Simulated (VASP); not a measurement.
A run of VASP 6.6.1:

INCAR

```
SYSTEM = AlRu
ALGO     = Normal         ! electronic algorithm
EDIFF    = 1E-6           ! SCF threshold, eV
EDIFFG   = -0.01          ! ionic threshold
ENCUT    = 600            ! plane-wave cutoff, eV
GGA      = PS             ! functional
IBRION   = 2              ! ionic algorithm
ISIF     = 3              ! what is computed and relaxed
ISMEAR   = -1             ! smearing method
IVDW     = 13             ! dispersion correction
LASPH    = .TRUE.         ! aspherical terms in the spheres
LCHARG   = .FALSE.        ! write CHGCAR
LREAL    = .FALSE.        ! projectors in reciprocal space
LWAVE    = .FALSE.        ! write WAVECAR
NELM     = 80             ! most SCF steps
NSW      = 60             ! ionic steps
PREC     = Accurate       ! precision mode
SIGMA    = 0.05           ! smearing width, eV
```

KPOINTS

```
k-points
0
G
  9 9 9
  0 0 0
```

POSCAR

```
AlRu
1.0
    2.9916000000      0.0000000000      0.0000000000
    0.0000000000      2.9916000000      0.0000000000
    0.0000000000      0.0000000000      2.9916000000
Ru Al
1 1
Direct
    0.5000000000      0.5000000000      0.5000000000
    0.0000000000      0.0000000000      0.0000000000
```

Potentials or basis: VASP PAW PBE potentials, release 64 (Ru_pv, Al).

The run is started by

```console
$ cat potpaw_PBE.64/Ru_pv/POTCAR potpaw_PBE.64/Al/POTCAR > POTCAR
$ mpirun -np 1 vasp_std > vasp.out
```

Hardware: 1 thread of Intel Xeon 8259CL, on a shared host.

Estimate the wall time of this run.

It took 28 s on 1 thread of Intel Xeon 8259CL, with other jobs on the host, peak memory 0.15 GiB. Counts: scf iterations 29, k points 35, ion steps 3.
